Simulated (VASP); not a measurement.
Runs of VASP 6.6.1 on Sn. The structure is that of space group Fd-3m (No. 227), or close to it. The cells are those of the table. 

| task | level | potentials or basis | cell | cutoff (eV) | gap on the mesh (eV) | pressure (GPa) | relaxed volume (Å³/atom) |
| --- | --- | --- | --- | --- | --- | --- | --- |
| relaxation of cell and atoms | PBEsol | VASP PAW PBE potentials, release 64 (Sn_d) | relaxed from a = 4.706 Å, angles 60.0°, 2 atoms | 600 | none | 0.0 | 34.99 |
| single point | PBEsol | VASP PAW PBE potentials, release 64 (Sn_d) | a = 4.627 Å, angles 60.0°, 2 atoms | 520 | none | (b) | - |
| single point | PBE | VASP PAW PBE potentials, release 64 (Sn_d) | a = 4.645 Å, angles 60.0°, 2 atoms | 520 | none | 1.5 | - |
| relaxation of cell and atoms | PBE | VASP PAW PBE potentials, release 64 (Sn_d) | relaxed from a = 4.573 Å, angles 60.0°, 2 atoms | 600 | none | 0.0 | (c) |
| single point | r2SCAN | VASP PAW PBE potentials, release 64 (Sn_d) | a = 4.691 Å, angles 60.0°, 2 atoms | 520 | none | -1.2 | - |
| single point | LDA | VASP PAW LDA potentials, release 64 (Sn_d) | a = 4.580 Å, angles 60.0°, 2 atoms | 520 | none | 0.0 | - |
| single point | r2SCAN | VASP PAW PBE potentials, release 64 (Sn_d) | a = 4.598 Å, angles 60.0°, 2 atoms | 520 | none | 1.4 | - |
| single point | PBE | VASP PAW PBE potentials, release 64 (Sn_d) | a = 4.706 Å, angles 60.0°, 2 atoms | 520 | none | 0.0 | - |
| single point | PBE | VASP PAW PBE potentials, release 64 (Sn_d) | a = 4.798 Å, angles 60.0°, 2 atoms | 520 | none | (a) | - |
| single point | PBE | VASP PAW PBE potentials, release 64 (Sn_d) | a = 4.610 Å, angles 60.0°, 2 atoms | 520 | none | 2.6 | - |
| single point | r2SCAN | VASP PAW PBE potentials, release 64 (Sn_d) | a = 4.645 Å, angles 60.0°, 2 atoms | 520 | none | 0.0 | - |

Alike in all rows: no spin polarisation; k mesh 6 × 6 × 6; smearing fermi-dirac 0.02 eV.

Estimate the missing entries.

(a) -1.8; (b) -0.1; (c) 36.83.

Caveats: spin-orbit coupling is left out, which moves the levels of the heavy elements; the PAW data sets were made with another functional, which shifts forces and pressure a little (some runs).

A k mesh can miss the band edges, and the runs leave out spin-orbit coupling on Sn.

A gap of «none» marks levels without a gap at the run's occupations.
